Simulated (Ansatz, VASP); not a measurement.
# Two plane-wave programs on TiC

POSCAR

```
TiC
1.0
    0.0000000000      2.1448486000      2.1448486000
    2.1448486000      0.0000000000      2.1448486000
    2.1448486000      2.1448486000      0.0000000000
Ti C
1 1
Direct
    0.0000000000      0.0000000000      0.0000000000
    0.5000000000      0.5000000000      0.5000000000
```

INCAR.step1

```
PREC = Accurate ; ENCUT = 520
ISMEAR = 0 ; SIGMA = 0.1
LREAL = False ; LASPH = True
NELM = 60 ; NBANDS = 15
GGA = PE ; ALGO = Normal
EDIFF = 1E-4 ; LWAVE = True
LCHARG = False
```

Contents of INCAR.step2:

```
PREC = Accurate ; ENCUT = 520
EDIFF = 1E-7 ; ISMEAR = 0
SIGMA = 0.1 ; LREAL = False
LASPH = True ; NELM = 60
ALGO = Normal ; ISIF = 2
LWAVE = False ; LCHARG = False
METAGGA = R2SCAN ; LMIXTAU = True
NBANDS = 15 ; ISTART = 1
```

Contents of KPOINTS:

```
Automatic mesh
0
Gamma
  16 16 16
```

Input for Ansatz:

```yaml
crystal:
  lattice:
    - [0.0, 2.1448486, 2.1448486]
    - [2.1448486, 0.0, 2.1448486]
    - [2.1448486, 2.1448486, 0.0]
  atoms:
    - { symbol: Ti, position: [0.0, 0.0, 0.0] }
    - { symbol: C, position: [0.5, 0.5, 0.5] }
basis:
  ecutwfc: 500
kpoints:
  mp_grid: { grid: [16, 16, 16] }
hamiltonian:
  xc: r2scan
scf:
  occupations: { method: gaussian, width: 0.1 }
output:
  forces: true
  stress: true
  eigenvalues: true
```

Alike in both runs: task single point; functional r2SCAN; k mesh 16 × 16 × 16; occupations gaussian, width 0.1 eV; no spin polarisation.

|  | VASP | Ansatz |
| --- | --- | --- |
| version | VASP 6.6.1 | Ansatz 0.2.0 |
| potentials or method | VASP PAW PBE potentials, release 64 (Ti_sv, C), cutoff 520 eV | scalar-relativistic, plane waves, PAW |
| valence electrons in the cell | 16 | 16 |

Ansatz gave:

```
gap on the k mesh at the Fermi level (eV) : none
pressure (GPa)                            : 7.3
```

Question: What did VASP give for the same quantities?

Answer: gap on the k mesh at the Fermi level (eV): none; pressure (GPa): 8.4.

VASP's potentials were made for PBE, not for r2SCAN. A gap of «none» marks a metal or a gap that the smearing closes. With one functional, cell and mesh, what is left measures potentials, basis and numerics.
